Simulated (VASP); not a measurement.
Wanted: the native input for a VASP 6.6.1 run.

```
Task                   : single point
Functional             : r2SCAN
Potentials or basis    : VASP PAW PBE potentials, release 64 (Ti_sv)
Cutoff                 : 520 eV
k mesh                 : 16 × 16 × 5
Occupations            : fermi-dirac, width 0.05 eV
Spin                   : collinear spin
Starting moments       : [0.197, 0.197, -0.129, -0.129] μB
Dipole correction      : no
Further INCAR settings : ALGO = Normal; EDIFF = 1e-06; NBANDS = 36
```

Ti:

```
CELL_PARAMETERS angstrom
2.92997 0.00000 0.00000
-1.46499 2.53743 0.00000
0.00000 0.00000 9.37852
ATOMIC_POSITIONS crystal
Ti 0.00000 0.00000 0.00000
Ti 0.00000 0.00000 0.50000
Ti 0.33333 0.66667 0.25000
Ti 0.66667 0.33333 0.75000
```

One way to write it, as run:

POSCAR

```
Ti
1.0
    2.9299726272      0.0000000000      0.0000000000
   -1.4649863136      2.5374307276      0.0000000000
    0.0000000000      0.0000000000      9.3785176860
Ti
4
Direct
    0.0000000000      0.0000000000      0.0000000000
    0.0000000000      0.0000000000      0.5000000000
    0.3333333333      0.6666666667      0.2500000000
    0.6666666667      0.3333333333      0.7500000000
```

INCAR.step1

```
PREC = Accurate ; ENCUT = 520
ISMEAR = -1 ; SIGMA = 0.05
LREAL = F ; LASPH = T
NELM = 150 ; ISPIN = 2
MAGMOM = 0.197 0.197 -0.129 -0.129 ; LMAXMIX = 4
NBANDS = 36 ; GGA = PE
ALGO = Normal ; EDIFF = 1E-4
LWAVE = T ; LCHARG = F
```

INCAR.step2

```
PREC = Accurate ; ENCUT = 520
EDIFF = 1E-6 ; ISMEAR = -1
SIGMA = 0.05 ; LREAL = F
LASPH = T ; NELM = 150
ALGO = Normal ; ISIF = 2
LWAVE = F ; LCHARG = F
ISPIN = 2 ; MAGMOM = 0.197 0.197 -0.129 -0.129
LORBIT = 11 ; LMAXMIX = 4
METAGGA = R2SCAN ; LMIXTAU = T
NBANDS = 36 ; ISTART = 1
```

KPOINTS

```
Automatic mesh
0
Gamma
  16 16 5
```

Potentials or basis: VASP PAW PBE potentials, release 64 (Ti_sv).

Run with:

```console
$ cat potpaw_PBE.64/Ti_sv/POTCAR > POTCAR
$ cp INCAR.step1 INCAR
$ mpirun -np 1 vasp_std > vasp.out
$ cp INCAR.step2 INCAR
$ mpirun -np 1 vasp_std > vasp.out
```

Results of the run:

* Pressure: 0.2 GPa
* Band gap on the k mesh: zero (filled and empty bands overlap)
* Net moment: 0.00 μB per cell
* Valence electrons inside the program's atomic spheres: Ti 10.21

Caveat: the PAW data sets were made with another functional, which shifts forces and pressure a little.

It took 56 min on 1 thread of Oxide Virtual Turin-like Processor (shared host), peak memory 0.42 GiB.
